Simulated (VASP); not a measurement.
Crystal: Ge.

```
Ge
1.0
     5.35904    0.00000    0.00000
     0.00000    5.35904    0.00000
     0.00000    0.00000    5.35904
Ge
8
Cartesian
  0.0000 0.0000 0.0000
  2.6795 2.6795 2.6795
  1.3398 0.0000 2.6795
  4.0193 0.0000 2.6795
  2.6795 1.3398 0.0000
  2.6795 4.0193 0.0000
  0.0000 2.6795 1.3398
  0.0000 2.6795 4.0193
```

| Quantity | Value |
| --- | --- |
| Program | VASP 6.6.1 |
| Task | relaxation of cell and atoms |
| Functional | LDA |
| Potentials or basis | VASP PAW LDA potentials, release 64 (Ge_d) |
| Cutoff | 600 eV |
| k mesh | 5 × 5 × 5 |
| Occupations | fermi-dirac, width 0.1 eV |
| Spin | no spin polarisation |

At the start: pressure -2.6 GPa; volume 19.24 Å³/atom.

Task: Where does the relaxation end?

Result: Over 4 steps the energy falls by 5.9 meV/atom and the volume is 18.54 Å³/atom (-3.7 %); space group Pm-3n (No. 223, to 0.05 Å).

The path:
```
step  energy change (eV)  largest force (eV/Å)  pressure (GPa)  volume (Å³)
   1              0.0000                0.0000           -2.58       153.91
   2             -0.0456                0.0000            0.16       147.11
   3             -0.0471                0.0000            0.31       147.64
   4             -0.0475                0.0000           -0.01       148.29
```

Final structure:
```xyz
8
Lattice="5.2930 0.0000 0.0000 0.0000 5.2930 0.0000 0.0000 0.0000 5.2930" Properties=species:S:1:pos:R:3 pbc="T T T"
Ge    0.0000    0.0000    0.0000
Ge    2.6465    2.6465    2.6465
Ge    1.3232    0.0000    2.6465
Ge    3.9697    0.0000    2.6465
Ge    2.6465    1.3232    0.0000
Ge    2.6465    3.9697    0.0000
Ge    0.0000    2.6465    1.3232
Ge    0.0000    2.6465    3.9697
```
